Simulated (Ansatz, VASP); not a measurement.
**One calculation of Hg, two programs**

Contents of INCAR:

```
PREC = Accurate
ENCUT = 520
EDIFF = 1E-6
ISMEAR = 0
SIGMA = 0.1
LREAL = F
LASPH = T
NELM = 100
ALGO = Normal
ISIF = 2
LWAVE = F
LCHARG = F
GGA = PE
ISYM = 0
NBANDS = 12
```

The input KPOINTS:

```
regular mesh
0
Gamma
  8 8 8
```

Contents of POSCAR:

```
Hg
1.0
    0.0000000000      2.3919113801      2.3919113801
    2.3919113801      0.0000000000      2.3919113801
    2.3919113801      2.3919113801      0.0000000000
Hg
1
Direct
    0.0000000000      0.0000000000      0.0000000000
```

Input for Ansatz:

```yaml
crystal:
  lattice:
    - [0.0, 2.3919113801, 2.3919113801]
    - [2.3919113801, 0.0, 2.3919113801]
    - [2.3919113801, 2.3919113801, 0.0]
  atoms:
    - { symbol: Hg, position: [0.0, 0.0, 0.0] }
  symmetry: { detect: false }
basis:
  ecutwfc: "44 Ry"
kpoints:
  mp_grid: { grid: [8, 8, 8] }
hamiltonian:
  xc: pbe
scf:
  occupations: { method: gaussian, width: 0.1 }
  max_iter: 100
output:
  forces: true
  stress: true
  eigenvalues: true
```

Alike in both runs: task single point; functional PBE; k mesh 8 × 8 × 8; occupations gaussian, width 0.1 eV; no spin polarisation.

|  | VASP | Ansatz |
| --- | --- | --- |
| version | VASP 6.6.1 | Ansatz 0.2.0 |
| potentials or method | VASP PAW PBE potentials, release 64 (Hg), cutoff 520 eV | scalar-relativistic, plane waves, PAW |
| valence electrons in the cell | 12 | 20 |

Ansatz gave:

* gap on the k mesh at the Fermi level (eV): none
* pressure (GPa): 1.8

Problem. What did VASP give for the same quantities?

Solution. gap on the k mesh at the Fermi level (eV): none; pressure (GPa): 1.9.

A gap of «none» marks a metal or a gap that the smearing closes. VASP's potentials hold 12 valence electrons a cell and Ansatz's 20, so a difference there can come from the potentials and not from the codes.

Neither program's run includes spin-orbit coupling.
